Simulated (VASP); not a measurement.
Wanted: the native input for a VASP 6.6.1 run.

| Quantity | Value |
| --- | --- |
| Task | single point |
| Functional | PBEsol |
| Potentials or basis | VASP PAW PBE potentials, release 64 (Ta_pv, C) |
| Cutoff | 520 eV |
| k mesh | 18 × 18 × 10 |
| Occupations | gaussian, width 0.1 eV |
| Spin | no spin polarisation |
| Dipole correction | no |
| Further INCAR settings | ALGO = Normal; EDIFF = 1e-06; NBANDS = 20 |

The structure of Ta2C lies in POSCAR:

```
Ta2C
1.0
    3.1881597174      0.0000000000      0.0000000000
   -1.5940798587      2.7610273066      0.0000000000
    0.0000000000      0.0000000000      4.8325008499
Ta C
2 1
Direct
    0.3333333333      0.6666666667      0.2516825963
    0.6666666667      0.3333333333      0.7483174037
    0.0000000000      0.0000000000      0.0000000000
```

This cell differs from its parent crystal: biaxial strain in the a-b plane: +3.0 %.

One way to write it, as run:

INCAR

```
PREC = Accurate
ENCUT = 520
EDIFF = 1E-6
ISMEAR = 0
SIGMA = 0.1
LREAL = F
LASPH = T
NELM = 80
ALGO = Normal
ISIF = 2
LWAVE = F
LCHARG = T
GGA = PS
LELF = T
LVHAR = T
NBANDS = 20
```

KPOINTS

```
Automatic mesh
0
Gamma
  18 18 10
```

Potentials or basis: VASP PAW PBE potentials, release 64 (Ta_pv, C).

The run is started by

```bash
$ cat potpaw_PBE.64/Ta_pv/POTCAR potpaw_PBE.64/C/POTCAR > POTCAR
$ mpirun -np 1 vasp_std > vasp.out
```

Results of the run:

```
Pressure               : -9.6 GPa
Largest force          : 0.044 eV/Å
Band gap on the k mesh : zero (bands 13 and 14 overlap by 0.96 eV)
```

Caveat: the cell differs from its parent crystal (biaxial strain in the a-b plane: +3.0 %); the cell stands under tension; the PAW data sets were made with another functional, which shifts forces and pressure a little; spin-orbit coupling is left out, which moves the levels of the heavy elements.

It took 2.3 min on 1 thread of Intel(R) Xeon(R) Platinum 8259CL CPU @ 2.50GHz (Skylake/Cascade Lake), on a shared host, peak memory 0.36 GiB.
